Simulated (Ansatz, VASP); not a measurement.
**One calculation of Al2O3, two programs**

INCAR

```
SYSTEM = Al2O3
ALGO = Normal
EDIFF = 1E-7
ENCUT = 520
GGA = CA
ISIF = 2
ISMEAR = 0
LASPH = .TRUE.
LCHARG = .FALSE.
LREAL = .FALSE.
LWAVE = .FALSE.
NBANDS = 20
NELM = 60
PREC = Accurate
SIGMA = 0.05
```

KPOINTS

```
k-points
0
G
  9 9 4
  0 0 0
```

Contents of POSCAR:

```
Al2O3
1.0
    2.6535789524      0.0000000000      0.0000000000
   -1.3267894762      2.2980667837      0.0000000000
    0.0000000000      0.0000000000      9.3367544600
Al O
2 3
Direct
    0.0000000000      0.0000000000      0.1499923300
    0.0000000000      0.0000000000      0.8500076700
    0.3333333333      0.6666666667      0.2223169200
    0.6666666667      0.3333333333      0.0000000000
    0.3333333333      0.6666666667      0.7776830800
```

Input for Ansatz:

```yaml
crystal:
  lattice:
    - [2.6535789524, 0.0, 0.0]
    - [-1.3267894762, 2.2980667837, 0.0]
    - [0.0, 0.0, 9.33675446]
  atoms:
    - { symbol: Al, position: [0.0, 0.0, 0.14999233] }
    - { symbol: Al, position: [0.0, 0.0, 0.85000767] }
    - { symbol: O, position: [0.3333333333, 0.6666666667, 0.22231692] }
    - { symbol: O, position: [0.6666666667, 0.3333333333, 0.0] }
    - { symbol: O, position: [0.3333333333, 0.6666666667, 0.77768308] }
basis:
  ecutwfc: 420
kpoints:
  mp_grid: { grid: [9, 9, 4] }
hamiltonian:
  xc: lda
scf:
  occupations: { method: gaussian, width: 0.05 }
output:
  forces: true
  stress: true
  eigenvalues: true
```

Change from the starting cell: strain -0.080 along x and y, +0.000 along z, atoms carried along.

Alike in both runs: task single point; functional LDA; k mesh 9 × 9 × 4; occupations gaussian, width 0.05 eV; no spin polarisation.

|  | VASP | Ansatz |
| --- | --- | --- |
| version | VASP 6.6.1 | Ansatz 0.2.0 |
| potentials or method | VASP PAW LDA potentials, release 64 (Al, O), cutoff 520 eV | scalar-relativistic, plane waves, PAW |
| valence electrons in the cell | 24 | 24 |

|  | VASP | Ansatz | Ansatz less VASP |
| --- | --- | --- | --- |
| gap on the k mesh at the Fermi level (eV) | 6.84 | 6.81 | -0.032 |
| least direct gap on the mesh (eV) | 6.84 | 6.81 | -0.032 |
| pressure (GPa) | 31.6 | 29.8 | -1.76 |
| traceless stress, the component that is largest in VASP (GPa) | -27.51 | -26.39 | +1.119 |
| rms of the force components (eV/Å) | 1.162 | 1.112 | -0.0498 |

LDA's correlation is that of Perdew and Zunger in VASP and of Perdew and Wang (1992) in Ansatz. Atom by atom the forces differ by 0.053 eV/Å (rms over components). Both programs put the cell under a high pressure, so it lies far from rest at this level.
